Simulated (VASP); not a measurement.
Input of a VASP 6.6.1 run:

The input INCAR:

```
PREC     = Accurate       # precision mode
ENCUT    = 520            # plane-wave cutoff, eV
EDIFF    = 1E-6           # SCF threshold, eV
ISMEAR   = -1             # smearing method
SIGMA    = 0.1            # smearing width, eV
LREAL    = F              # projectors in reciprocal space
LASPH    = T              # aspherical terms in the spheres
NELM     = 80             # most SCF steps
ALGO     = Normal         # electronic algorithm
ISIF     = 2              # what is computed and relaxed
LWAVE    = F              # write WAVECAR
LCHARG   = F              # write CHGCAR
GGA      = PE             # functional
NBANDS   = 19             # bands
```

File KPOINTS:

```
Automatic mesh
0
Gamma
  14 14 14
```

The input POSCAR:

```
Cd
1.0
   -2.9370342025      2.9370342025      1.4988245333
    2.9370342025     -2.9370342025      1.4988245333
    2.9370342025      2.9370342025     -1.4988245333
Cd
2
Direct
   -0.3750000000     -0.1250000000     -0.2500000000
    0.3750000000      0.1250000000      0.2500000000
```

Potentials or basis: VASP PAW PBE potentials, release 64 (Cd).

The run is started by

```console
$ cat potpaw_PBE.64/Cd/POTCAR > POTCAR
$ mpirun -np 1 vasp_std > vasp.out
```

**Question.** Predict the band gap on the k mesh.

**Answer.** Zero (band 12 reaches 4.68 eV, above the bottom of band 13 at -0.43 eV).

**Question.** Predict the pressure.

**Answer.** 0.2 GPa.

Stress tensor (GPa, compression positive):
```
0.16 0.00 0.00
0.00 0.16 0.00
0.00 0.00 0.24
```
